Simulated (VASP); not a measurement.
# Ca (Fm-3m) in VASP: a series of runs

The runs below take Ca through single point, relaxation of cell and atoms, with LDA.

Program: VASP 6.6.1. These are calculated values, not measurements. Logs are shortened: lines on timing, memory, paths and dates and some standing lists are left out, and cuts for length are marked.

**1. The cell of the first run**

Symmetry: Fm-3m, No. 225, cubic system. The conventional cell has a = 5.340 Å, b = 5.340 Å, c = 5.340 Å, α = 90.00°, β = 90.00°, γ = 90.00°. Within 5.0 Å of Ca (site symmetry m-3m) lie 12 Ca at 3.78 Å.

**2. Single point, LDA**

Contents of INCAR:

```
PREC     = Accurate       # precision mode
ENCUT    = 500            # plane-wave cutoff, eV
EDIFF    = 1E-6           # SCF threshold, eV
ISMEAR   = -1             # smearing method
SIGMA    = 0.05           # smearing width, eV
LREAL    = False          # projectors in reciprocal space
LASPH    = True           # aspherical terms in the spheres
NELM     = 120            # most SCF steps
ALGO     = Normal         # electronic algorithm
ISIF     = 2              # what is computed and relaxed
LWAVE    = False          # write WAVECAR
LCHARG   = True           # write CHGCAR
GGA      = CA             # functional
LELF     = True           # ELF
LVHAR    = True         
NBANDS   = 11             # bands
GGA_COMPAT= False
```

Contents of KPOINTS:

```
Automatic mesh
0
Gamma
  14 14 14
```

Contents of POSCAR:

```
Ca
1.0
    0.0000000000      2.6697556186      2.6697556186
    2.6697556186      0.0000000000      2.6697556186
    2.6697556186      2.6697556186      0.0000000000
Ca
1
Direct
    0.0000000000      0.0000000000      0.0000000000
```

Potentials or basis: VASP PAW LDA potentials, release 64 (Ca_sv).

On the command line:

```console
$ cat potpaw_LDA.64/Ca_sv/POTCAR > POTCAR
$ mpirun -np 1 vasp_std > vasp.out
```

OUTCAR:

```text
PREC = Accurate
   ENCUT = 500
   EDIFF = 1E-6
   ISMEAR = -1
   LREAL = False
   LASPH = True
   NELM = 120
   ISIF = 2
   GGA = CA

 ion  position               nearest neighbor table
   1  0.000  0.000  0.000-

  LATTYP: Found a face centered cubic cell.
 ALAT       =     5.3395112372

  Lattice vectors:

 A1 = (   0.0000000000,   2.6697556186,   2.6697556186)
 A2 = (   2.6697556186,   0.0000000000,   2.6697556186)
 A3 = (   2.6697556186,   2.6697556186,   0.0000000000)

Analysis of symmetry for initial positions (statically):
=====================================================================
 Subroutine PRICEL returns:
 Original cell was already a primitive cell.

 Routine SETGRP: Setting up the symmetry group for a
 face centered cubic supercell.

 Subroutine GETGRP returns: Found 48 space group operations
 (whereof 48 operations were pure point group operations)
 out of a pool of 48 trial point group operations.

The static configuration has the point symmetry O_h .

Analysis of symmetry for dynamics (positions and initial velocities):
=====================================================================
 Subroutine PRICEL returns:
 Original cell was already a primitive cell.

 Routine SETGRP: Setting up the symmetry group for a
 face centered cubic supercell.

 Subroutine GETGRP returns: Found 48 space group operations
 (whereof 48 operations were pure point group operations)
 out of a pool of 48 trial point group operations.

The dynamic configuration has the point symmetry O_h .

 Subroutine INISYM returns: Found 48 space group operations
 (whereof 48 operations are pure point group operations),
 and found     1 'primitive' translations

----------------------------------------------------------------------------------------

                                     Primitive cell

  volume of cell :      38.0579

  direct lattice vectors                    reciprocal lattice vectors
     0.000000000  2.669755619  2.669755619    -0.187283059  0.187283059  0.187283059
     2.669755619  0.000000000  2.669755619     0.187283059 -0.187283059  0.187283059
     2.669755619  2.669755619  0.000000000     0.187283059  0.187283059 -0.187283059

  length of vectors
     3.775604604  3.775604604  3.775604604     0.324383774  0.324383774  0.324383774

  position of ions in fractional coordinates (direct lattice)
     0.000000000  0.000000000  0.000000000

  ion indices of the primitive-cell ions
   primitive index   ion index
                 1           1

----------------------------------------------------------------------------------------

 KPOINTS: Automatic mesh

Automatic generation of k-mesh.
 Grid dimensions read from file:
 generate k-points for:   14   14   14

 Generating k-lattice:

  Cartesian coordinates                     Fractional coordinates (reciprocal lattice)
    -0.013377361  0.013377361  0.013377361     0.071428571  0.000000000  0.000000000
     0.013377361 -0.013377361  0.013377361     0.000000000  0.071428571  0.000000000
     0.013377361  0.013377361 -0.013377361     0.000000000  0.000000000  0.071428571

  Length of vectors
     0.023170270  0.023170270  0.023170270

  Shift w.r.t. Gamma in fractional coordinates (k-lattice)
     0.000000000  0.000000000  0.000000000

 Subroutine IBZKPT returns following result:
 ===========================================

 Found    104 irreducible k-points:

 Following reciprocal coordinates:
            Coordinates               Weight
  0.000000  0.000000  0.000000      1.000000
  0.071429  0.000000  0.000000      8.000000
  0.142857  0.000000  0.000000      8.000000
  0.214286  0.000000  0.000000      8.000000
  0.285714  0.000000  0.000000      8.000000
  0.357143  0.000000  0.000000      8.000000
[... 16 lines left out ...]
  0.214286  0.142857  0.000000     24.000000
  0.285714  0.142857  0.000000     24.000000
 [... further k-points ...]
   k-points           NKPTS =    104   k-points in BZ     NKDIM =    104   number of bands    NBANDS=     11
   number of dos      NEDOS =    301   number of ions     NIONS =      1
   total plane-waves  NPLWV =  21952
   dimension x,y,z NGX =    28 NGY =   28 NGZ =   28
   dimension x,y,z NGXF=    56 NGYF=   56 NGZF=   56
   ions per type =               1
   NGX,Y,Z   is equivalent  to a cutoff of  12.33, 12.33, 12.33 a.u.
   NGXF,Y,Z  is equivalent  to a cutoff of  24.66, 24.66, 24.66 a.u.
 SYSTEM =  unknown system
   PREC   = accura    normal or accurate (medium, high low for compatibility)
   ISTART =      0    job   : 0-new  1-cont  2-samecut
   ICHARG =      2    charge: 1-file 2-atom 10-const
   ISPIN  =      1    spin polarized calculation?
   LNONCOLLINEAR =      F non collinear calculations
   LSORBIT =      F    spin-orbit coupling
   LASPH  =      T    aspherical Exc in radial PAW
   ENCUT  =  500.0 eV  36.75 Ry    6.06 a.u.   6.88  6.88  6.88*2*pi/ulx,y,z
   NELM   =    120;   NELMIN=  2; NELMDL= -5     # of ELM steps
   EDIFF  = 0.1E-05   stopping-criterion for ELM
   LREAL  =      F    real-space projection
   EDIFFG = 0.1E-04   stopping-criterion for IOM
   NSW    =      0    number of steps for IOM
   IBRION =     -1    ionic relax: 0-MD 1-quasi-New 2-CG
   NFREE  =      0    steps in history (QN), initial steepest desc. (CG)
   ISIF   =      2    stress and relaxation
   ISYM   =      2    0-nonsym 1-usesym 2-fastsym
   POTIM  = 0.5000    time-step for ionic-motion
   TEBEG  =    0.0;   TEEND  =   0.0 temperature during run
   PSTRESS=    0.0 pullay stress
   NELECT =      10.0000    total number of electrons
   NUPDOWN=      -1.0000    fix difference up-down
   EMIN   =  10.00;   EMAX   =-10.00  energy-range for DOS
   EFERMI =   0.00;   METHOD = LEGACY
   ISMEAR =    -1;   SIGMA  =   0.05  broadening in eV -4-tet -1-fermi 0-gaus
   EFERMI_NEDOS =   21; number of points for ismear=-14 and -15
   IALGO  =     38    algorithm
   IMIX   =      4    mixing-type and parameters
     AMIX     =   0.40;   BMIX     =  1.00
     AMIX_MAG =   1.60;   BMIX_MAG =  1.00
  volume/ion in A,a.u.               =      38.06       256.83
  Fermi-wavevector in a.u.,A,eV,Ry     =   1.048560  1.981491 14.959310  1.099478
  Thomas-Fermi vector in A             =   2.183487
   LORBIT       =      0    0 simple, 1 ext, 2 COOP (PROOUT), +10 PAW based schemes
   GGA     = CA    functional components
   LHFCALC =     F    Hartree Fock is set to
   AEXX    =    0.0000 exact exchange contribution
   IVDW    =     0    specifies the selected vdW correction
   LEPSILON=     F    determine dielectric tensor
   LRPA    =     F    only Hartree local field effects (RPA)
 non-spin polarized calculation
  energy-cutoff  :      500.00
  volume of cell :       38.06
 maximum number of plane-waves:       982
   NGX = 13   NGY = 13   NGZ = 13

 number of electron      10.0000003 magnetization

 Free energy of the ion-electron system (eV)
  ---------------------------------------------------
  ext. energy  EPLUGINS =         0.00000000
  ---------------------------------------------------
  free energy    TOTEN  =        -2.21110544 eV

  energy without entropy =       -2.20045689  energy(sigma->0) =       -2.20578116

 E-fermi :   2.2146     XC(G=0):  -8.3048

 val. band max:        2.2133355456   @ k =  -0.3571   0.3571   0.0714
 cond. band min:       2.2366616248   @ k =   0.5000   0.0714   0.0000
 fundamental gap:      0.0233260792
 Fermi energy:         2.2145664063

 k-point     1 :       0.0000    0.0000    0.0000
  band No.  band energies     occupation
      1     -39.1250      2.00000
      2     -20.3153      2.00000
      3     -20.3153      2.00000
      4     -20.3153      2.00000
      5      -1.9956      2.00000
      6       4.5512      0.00000
      7       4.5512      0.00000
      8       4.5512      0.00000
      9       5.7567      0.00000
     10       5.7567      0.00000
     11      11.8636      0.00000

 k-point     2 :       0.0714    0.0000    0.0000
  band No.  band energies     occupation
      1     -39.1238      2.00000
      2     -20.3260      2.00000
      3     -20.3168      2.00000
      4     -20.3168      2.00000
      5      -1.8995      2.00000
      6       4.4498      0.00000
      7       4.5893      0.00000
      8       4.5893      0.00000
      9       5.7233      0.00000
     10       5.7233      0.00000
     11      11.9973      0.00000

 k-point     3 :       0.1429    0.0000    0.0000
  band No.  band energies     occupation
      1     -39.1205      2.00000
      2     -20.3557      2.00000
      3     -20.3207      2.00000
      4     -20.3207      2.00000
      5      -1.6173      2.00000
      6       4.1789      0.00000
      7       4.6763      0.00000
      8       4.6763      0.00000
      9       5.6629      0.00000
     10       5.6629      0.00000
     11      11.9889      0.00000

 k-point     4 :       0.2143    0.0000    0.0000
  band No.  band energies     occupation
      1     -39.1158      2.00000
      2     -20.3983      2.00000
      3     -20.3264      2.00000
      4     -20.3264      2.00000
      5      -1.1667      2.00000
      6       3.8068      0.00000
      7       4.7238      0.00000
      8       4.7238      0.00000
      9       5.6900      0.00000
     10       5.6900      0.00000
     11      10.8481      0.00000

 k-point     5 :       0.2857    0.0000    0.0000
  band No.  band energies     occupation
      1     -39.1105      2.00000
      2     -20.4450      2.00000
      3     -20.3327      2.00000
      4     -20.3327      2.00000
      5      -0.5796      2.00000
      6       3.3874      0.00000
      7       4.6634      0.00000
      8       4.6634      0.00000
      9       5.8872      0.00000
     10       5.8872      0.00000
     11       9.7292      0.00000
[... 211 lines left out ...]
 k-point    21 :      -0.0714    0.0714    0.0000
  band No.  band energies     occupation
      1     -39.1219      2.00000
      2     -20.3407      2.00000
      3     -20.3230      2.00000
      4     -20.3173      2.00000
      5      -1.7415      2.00000
      6       4.2991      0.00000
      7       4.6317      0.00000
      8       4.6569      0.00000
      9       5.5928      0.00000
     10       5.7612      0.00000
     11      12.1746      0.00000

 k-point    22 :       0.1429    0.1429    0.0000
  band No.  band energies     occupation
      1     -39.1191      2.00000
      2     -20.3545      2.00000
      3     -20.3297      2.00000
      4     -20.3297      2.00000
      5      -1.4931      2.00000
      6       4.0770      0.00000
      7       4.7684      0.00000
      8       4.7684      0.00000
      9       5.2567      0.00000
     10       5.8910      0.00000
     11      12.5156      0.00000

 k-point    23 :       0.2143    0.1429    0.0000
  band No.  band energies     occupation
      1     -39.1155      2.00000
      2     -20.3822      2.00000
      3     -20.3368      2.00000
      4     -20.3351      2.00000
      5      -1.1625      2.00000
      6       3.8319      0.00000
      7       4.7806      0.00000
      8       4.8750      0.00000
      9       5.1528      0.00000
     10       5.9601      0.00000
     11      11.8742      0.00000

 k-point    24 :       0.2857    0.1429    0.0000
  band No.  band energies     occupation
      1     -39.1109      2.00000
      2     -20.4202      2.00000
      3     -20.3439      2.00000
      4     -20.3417      2.00000
      5      -0.6768      2.00000
      6       3.5288      0.00000
      7       4.5320      0.00000
      8       4.9156      0.00000
      9       5.4015      0.00000
     10       6.0982      0.00000
     11      10.6283      0.00000

 [... further k-points ...]

------------------------ aborting loop because EDIFF is reached ----------------------------------------

  FORCE on cell =-STRESS in cart. coord.  units (eV):
  Direction    XX          YY          ZZ          XY          YZ          ZX
  --------------------------------------------------------------------------------------
  -------------------------------------------------------------------------------------
  Total       -0.0078403     -0.0078403     -0.0078403     -0.0000000      0.0000000     -0.0000000
  in kB       -0.3300654     -0.3300654     -0.3300654     -0.0000000      0.0000000     -0.0000000
  external PRESSURE =      -0.3300654 kB  Pullay stress =       0.0000000 kB

 VOLUME and BASIS-vectors are now :
 -----------------------------------------------------------------------------
  energy-cutoff  :      500.00
  volume of cell :       38.06
      direct lattice vectors                 reciprocal lattice vectors
     0.000000000  2.669755619  2.669755619    -0.187283059  0.187283059  0.187283059
     2.669755619  0.000000000  2.669755619     0.187283059 -0.187283059  0.187283059
     2.669755619  2.669755619  0.000000000     0.187283059  0.187283059 -0.187283059

 POSITION                                       TOTAL-FORCE (eV/Angst)
 -----------------------------------------------------------------------------------
      0.00000      0.00000      0.00000        -0.000000     -0.000000     -0.000000
 -----------------------------------------------------------------------------------
    total drift:                               -0.000000      0.000000     -0.000000

  FREE ENERGIE OF THE ION-ELECTRON SYSTEM (eV)
  ---------------------------------------------------
  free  energy   TOTEN  =        -2.2111054351 eV

  energy  without entropy=       -2.2004568919  energy(sigma->0) =       -2.20578116
```

Wall time 20 s (1 thread of AMD EPYC 9R45 (Zen 5), shared host); peak memory 0.13 GiB.

Results:

* Free energy: -2.2111 eV
* Pressure: 0.0 GPa
* Band gap on the k mesh: zero (bands 5 and 6 overlap by 0.10 eV)

(Continued in part 2 of 2.)
